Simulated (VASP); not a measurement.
**CaO (rock salt type): single point with PBE**

CaO (rock salt type):

```
Ca O
1.0
     0.00000    2.38293    2.38293
     2.38293    0.00000    2.38293
     2.38293    2.38293    0.00000
Ca O
1 1
Direct
  0.00000 0.00000 0.00000
  0.50000 0.50000 0.50000
```

- Program: VASP 6.6.1
- Task: single point
- Functional: PBE
- Potentials or basis: VASP PAW PBE potentials, release 64 (Ca_sv, O)
- Cutoff: 520 eV
- k mesh: 13 × 13 × 13
- Occupations: fermi-dirac, width 0.0612256 eV
- Spin: no spin polarisation

- Pressure: 5.3 GPa
- Band gap on the k mesh: 3.65 eV (least direct gap 4.02 eV)

Levels at points of the mesh, in eV from the valence-band top:
```csv
k point,band 5,band 6,band 7,band 8,band 9,band 10,band 11,band 12
"(0.00, 0.00, 0.00)",-15.58,0.00,0.00,0.00,4.92,6.29,6.29,6.29
```

Wall time 35 s on 1 thread of Intel(R) Xeon(R) Platinum 8259CL CPU @ 2.50GHz (Skylake/Cascade Lake), with other jobs on the host, peak memory 0.18 GiB.

Caveat: the cell stands under pressure; an odd mesh through Γ misses points on the zone boundary, where band edges can lie.
